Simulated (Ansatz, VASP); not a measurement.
HfIrC2: VASP beside Ansatz

```
Hf Ir C
1.0
     3.92215    0.00000    0.00000
    -1.96108    3.39668    0.00000
     0.00000    0.00000    5.12985
Hf Ir C
1 1 2
Direct
  0.00000 0.00000 0.00000
  0.00000 0.00000 0.50000
  0.33333 0.66667 0.00000
  0.66667 0.33333 0.00000
```

Alike in both runs: functional PBE; k mesh 6 × 6 × 4; occupations gaussian, width 0.1 eV; no spin polarisation.

Ansatz relaxed the structure, and its values are those at the end. VASP's run is a single point on that final structure, the one shown.

|  | VASP | Ansatz |
| --- | --- | --- |
| version | VASP 6.6.1 | Ansatz 0.2.0 |
| potentials or method | VASP PAW PBE potentials, release 64 (Hf_pv, Ir, C), cutoff 520 eV | scalar-relativistic, plane waves, PAW |
| valence electrons in the cell | 27 | 51 |

|  | VASP | Ansatz | Ansatz less VASP |
| --- | --- | --- | --- |
| gap on the k mesh at the Fermi level (eV) | none | none | - |
| pressure (GPa) | -0.3 | 0.0 | +0.24 |

A gap of «none» marks a metal or a gap that the smearing closes. The functional is the same, so the differences come from potentials, cutoffs and numerics. VASP's potentials hold 27 valence electrons a cell and Ansatz's 51, so a difference there can come from the potentials and not from the codes.

Neither program's run includes spin-orbit coupling.
